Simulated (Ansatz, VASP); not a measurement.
**Two plane-wave programs on Hf**

File INCAR:

```
PREC     = Accurate       # precision mode
ENCUT    = 520            # plane-wave cutoff, eV
EDIFF    = 1E-6           # SCF threshold, eV
ISMEAR   = -1             # smearing method
SIGMA    = 0.1            # smearing width, eV
LREAL    = False          # projectors in reciprocal space
LASPH    = True           # aspherical terms in the spheres
NELM     = 80             # most SCF steps
ALGO     = Normal         # electronic algorithm
ISIF     = 2              # what is computed and relaxed
LWAVE    = False          # write WAVECAR
LCHARG   = True           # write CHGCAR
GGA      = RP             # functional
LELF     = True           # ELF
LVHAR    = True         
NBANDS   = 11             # bands
```

Contents of KPOINTS:

```
Automatic mesh
0
Gamma
  14 14 14
```

POSCAR

```
Hf
1.0
   -1.7919242752      1.7919242752      1.7919242752
    1.7919242752     -1.7919242752      1.7919242752
    1.7919242752      1.7919242752     -1.7919242752
Hf
1
Direct
    0.0000000000      0.0000000000      0.0000000000
```

Input for Ansatz:

```yaml
crystal:
  lattice:
    - [-1.7919242752, 1.7919242752, 1.7919242752]
    - [1.7919242752, -1.7919242752, 1.7919242752]
    - [1.7919242752, 1.7919242752, -1.7919242752]
  atoms:
    - { symbol: Hf, position: [0.0, 0.0, 0.0] }
hamiltonian:
  xc: rpbe
  pseudopotentials:
    kind: paw
    azcp:
      Hf: "pseudopotentials/Hf.paw.azcp"
basis:
  ecutwfc: 420
  fft_grid_basis: typed
kpoints:
  mp_grid: { grid: [14, 14, 14], shift: [0, 0, 0] }
magnetization:
  spin_polarized: false
scf:
  occupations: { method: fermi_dirac, width: 0.1 }
  lower_state_search: "off"
output:
  stress: true
```

Alike in both runs: task single point; functional RPBE; k mesh 14 × 14 × 14; occupations fermi-dirac, width 0.1 eV; no spin polarisation.

```csv
,VASP,Ansatz
version,VASP 6.6.1,Ansatz 0.2.0
potentials or method,"VASP PAW PBE potentials, release 64 (Hf_pv), cutoff 520 eV","plane waves (420 eV) with PAW, scalar-relativistic"
valence electrons in the cell,10,26
```

|  | VASP | Ansatz | Ansatz less VASP |
| --- | --- | --- | --- |
| pressure (GPa) | -0.4 | 0.0 | +0.41 |

VASP's potentials were made for PBE, not for RPBE. VASP's potentials hold 10 valence electrons a cell and Ansatz's 26, so a difference there can come from the potentials and not from the codes.

Neither program's run includes spin-orbit coupling.
